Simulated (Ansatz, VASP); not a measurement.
# One calculation of CaO, two programs

```
Ca O
1.0
    -0.03741    2.60673    2.60673
     2.60673   -0.03741    2.60673
     2.56933    2.56933    0.00000
Ca O
1 1
Direct
  0.99746 0.99746 0.00254
  0.25254 0.25254 0.24746
```

Change from the starting cell: shear_xy strain -2.9%.

Alike in both runs: task single point; functional r2SCAN; k mesh 8 × 8 × 8; no spin polarisation.

```csv
,VASP,Ansatz
version,VASP 6.6.1,Ansatz 0.2.0
potentials or method,"VASP PAW PBE potentials, release 64 (Ca_sv, O)","plane waves, PAW"
plane-wave cutoff (eV),520,500
occupations,"gaussian, width 0.01 eV",fixed
valence electrons in the cell,16,16
```

Ansatz gave:

```
gap on the k mesh at the Fermi level (eV)                     : 3.73
pressure (GPa)                                                : 0.0
traceless stress, the component that is largest in VASP (GPa) : 1.10
rms of the force components (eV/Å)                            : 0.001
```

Question: What did VASP give for the same quantities?

Answer: gap on the k mesh at the Fermi level (eV): 3.70; pressure (GPa): 0.9; traceless stress, the component that is largest in VASP (GPa): 1.10; rms of the force components (eV/Å): 0.005.

VASP's potentials were made for PBE, not for r2SCAN. Atom by atom the forces differ by 0.005 eV/Å (rms over components).
